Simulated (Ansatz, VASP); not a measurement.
Two plane-wave programs on Ir

The input INCAR:

```
SYSTEM = Ir
PREC = Accurate ; ENCUT = 520
EDIFF = 1E-8 ; ISMEAR = -1
SIGMA = 0.05 ; LREAL = .False.
LASPH = .True. ; NELM = 100
ALGO = Normal ; ISIF = 2
LWAVE = .False. ; LCHARG = .False.
GGA = PE ; LEFG = .True.
NBANDS = 16
```

The input KPOINTS:

```
regular mesh
0
Gamma
  10 10 10
  0 0 0
```

POSCAR

```
Ir
1.0
    0.0000000000      2.6272165707      2.6272165707
    2.6272165707      0.0000000000      2.6272165707
    2.6272165707      2.6272165707      0.0000000000
Ir
2
Direct
   -0.1925000000     -0.1025000000     -0.1025000000
    0.1925000000      0.1025000000      0.1025000000
```

Input for Ansatz:

```yaml
crystal:
  lattice:
    - [0.0, 2.6272165707, 2.6272165707]
    - [2.6272165707, 0.0, 2.6272165707]
    - [2.6272165707, 2.6272165707, 0.0]
  atoms:
    - { symbol: Ir, position: [-0.1925, -0.1025, -0.1025] }
    - { symbol: Ir, position: [0.1925, 0.1025, 0.1025] }
kpoints:
  mp_grid: { grid: [10, 10, 10] }
scf:
  occupations: { method: fermi_dirac, width: 0.05 }
hamiltonian:
  xc: pbe
  pseudopotentials: { kind: paw }
output:
  forces: true
  stress: true
  eigenvalues: true
  efg: { contact_densities: true }
  populations: true
```

Change from the starting cell: shortest bond scaled by 0.82, PAW files.

Alike in both runs: task electric field gradients; functional PBE; k mesh 10 × 10 × 10; occupations fermi-dirac, width 0.05 eV; no spin polarisation.

```csv
,VASP,Ansatz
version,VASP 6.6.1,Ansatz 0.2.0
potentials or method,"VASP PAW PBE potentials, release 64 (Ir)","PAW with Ansatz's default frozen-core files, scalar-relativistic"
plane-wave cutoff (eV),520,420
valence electrons in the cell,18,34
```

|  | VASP | Ansatz | Ansatz less VASP |
| --- | --- | --- | --- |
| pressure (GPa) | 75.7 | 94.4 | +18.64 |
| traceless stress, the component that is largest in VASP (GPa) | -60.34 | -75.88 | -15.535 |
| rms of the force components (eV/Å) | 12.556 | 15.674 | +3.1183 |
| size of Vzz on the site where it differs most (V/Å²) | 148.1 | 507.8 | +359.73 |

Atom by atom the forces differ by 3.118 eV/Å (rms over components). The pressures are high and differ by over a tenth, so treat them with care. One of these differences is far larger than is usual between the two programs; its cause wasn't traced. With one functional, cell and mesh, what is left measures potentials, basis and numerics. VASP's potentials hold 18 valence electrons a cell and Ansatz's 34, so a difference there can come from the potentials and not from the codes.

Neither program's run includes spin-orbit coupling. Noted on VASP's run: the cell as given lies far from equilibrium.
